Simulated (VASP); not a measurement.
Wanted: the native input for a VASP 6.6.1 run.

```yaml
Task: single point
Functional: PBE
Potentials_or_basis: VASP PAW PBE potentials, release 64 (W_sv, Sr_sv, O, V_sv)
Cutoff: 520 eV
k_mesh: 6 × 6 × 6
Occupations: methfessel-paxton, width 0.0366 eV
Spin: no spin polarisation
Hubbard_terms: V d U = 4.37 eV, W d U = 3.09 eV
Dipole_correction: no
Further_INCAR_settings: ALGO = Normal; EDIFF = 1e-06; NBANDS = 52
```

The structure of Sr2VWO6 lies in POSCAR:

```
Sr2VWO6
1.0
    0.0000000000      3.9616310000      3.9616310000
    3.9616310000      0.0000000000      3.9616310000
    3.9616310000      3.9616310000      0.0000000000
W Sr O V
1 2 6 1
Direct
    0.0000000000      0.0000000000      0.0000000000
    0.2500000000      0.2500000000      0.2500000000
    0.7500000000      0.7500000000      0.7500000000
    0.7500000000      0.2500000000      0.2500000000
    0.2500000000      0.7500000000      0.2500000000
    0.2500000000      0.7500000000      0.7500000000
    0.7500000000      0.2500000000      0.7500000000
    0.2500000000      0.2500000000      0.7500000000
    0.7500000000      0.7500000000      0.2500000000
    0.5000000000      0.5000000000      0.5000000000
```

The input as run:

INCAR

```
SYSTEM = Sr2VWO6
PREC     = Accurate       ! precision mode
ENCUT    = 520            ! plane-wave cutoff, eV
EDIFF    = 1E-6           ! SCF threshold, eV
ISMEAR   = 1              ! smearing method
SIGMA    = 0.0366         ! smearing width, eV
LREAL    = .False.        ! projectors in reciprocal space
LASPH    = .True.         ! aspherical terms in the spheres
NELM     = 150            ! most SCF steps
ALGO     = Normal         ! electronic algorithm
ISIF     = 2              ! what is computed and relaxed
LWAVE    = .False.        ! write WAVECAR
LCHARG   = .False.        ! write CHGCAR
LMAXMIX  = 4              ! l up to which the mixer works
LDAU     = .True.         ! DFT+U
LDAUTYPE = 2            
LDAUL    = 2 -1 -1 2      ! shell
LDAUU    = 3.09 0 0 4.37  ! U, eV
LDAUJ    = 0 0 0 0      
LDAUPRINT= 1            
GGA      = PE             ! functional
NBANDS   = 52             ! bands
```

KPOINTS

```
Automatic mesh
0
Gamma
  6 6 6
  0 0 0
```

Potentials or basis: VASP PAW PBE potentials, release 64 (W_sv, Sr_sv, O, V_sv).

Launch:

```bash
$ cat potpaw_PBE.64/W_sv/POTCAR potpaw_PBE.64/Sr_sv/POTCAR potpaw_PBE.64/O/POTCAR potpaw_PBE.64/V_sv/POTCAR > POTCAR
$ mpirun -np 1 vasp_std > vasp.out
```

Results of the run:

* Pressure: 1.2 GPa
* Band gap on the k mesh: zero (an odd number of electrons rules out a gap without spin polarisation)

Caveat: spin-orbit coupling is left out, which moves the levels of the heavy elements; an odd number of electrons without spin polarisation forces a metal; a magnetic or distorted state may lie lower; the run has no spin polarisation, though such a crystal can be magnetic; U without spin polarisation on a metal has little footing.

It took 2.3 min on 1 thread of Intel(R) Xeon(R) Platinum 8375C CPU @ 2.90GHz (Ice Lake) (shared host), peak memory 0.32 GiB.
